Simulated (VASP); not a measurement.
Here is a VASP 6.6.1 calculation.

File INCAR:

```
SYSTEM = SnS
  PREC = Accurate
  ENCUT = 500
  EDIFF = 1E-7
  ISMEAR = 0
  SIGMA = 0.02
  LREAL = .FALSE.
  LASPH = .TRUE.
  NELM = 120
  ALGO = Normal
  ISIF = 4
  LWAVE = .FALSE.
  LCHARG = .FALSE.
  GGA = PE
  IBRION = 2
  NSW = 50
  EDIFFG = -0.01
  GGA_COMPAT = .FALSE.
  NELMIN = 4
  KPAR = 4
```

The input KPOINTS:

```
Automatic mesh
0
G
  4 8 6
  0 0 0
```

Contents of POSCAR:

```
SnS
1.0
   11.0806885454      0.0000000000      0.0000000000
    0.0000000000      3.9660938267      0.0000000000
    0.0000000000      0.0000000000      4.2471463967
Sn S
4 4
Direct
    0.1189481597      0.2500000000      0.1148417498
    0.3810518403      0.7500000000      0.6148417498
    0.6189481597      0.2500000000      0.3851582502
    0.8810518403      0.7500000000      0.8851582502
    0.8525185723      0.2500000000      0.4754835344
    0.6474814277      0.7500000000      0.9754835344
    0.3525185723      0.2500000000      0.0245164656
    0.1474814277      0.7500000000      0.5245164656
```

Potentials or basis: VASP PAW PBE potentials, release 64 (Sn_d, S).

The run is started by

```console
$ cat potpaw_PBE.64/Sn_d/POTCAR potpaw_PBE.64/S/POTCAR > POTCAR
$ mpirun -np 4 vasp_std > vasp.out
```

**Question.** Estimate the band gap on the k mesh.

**Answer.** 0.76 eV (least direct gap 1.11 eV).

Final structure:
```
Sn S
1.0
    11.08249    0.00000    0.00000
     0.00000    3.98884    0.00000
     0.00000    0.00000    4.22224
Sn S
4 4
Direct
  0.11776 0.25000 0.10984
  0.38224 0.75000 0.60984
  0.61776 0.25000 0.39016
  0.88224 0.75000 0.89016
  0.85384 0.25000 0.47213
  0.64616 0.75000 0.97213
  0.35384 0.25000 0.02787
  0.14616 0.75000 0.52787
```

Caveat: semilocal functionals underestimate gaps, and a narrow one can read as zero; spin-orbit coupling is left out, which moves the levels of the heavy elements. A k mesh can miss the band edges.
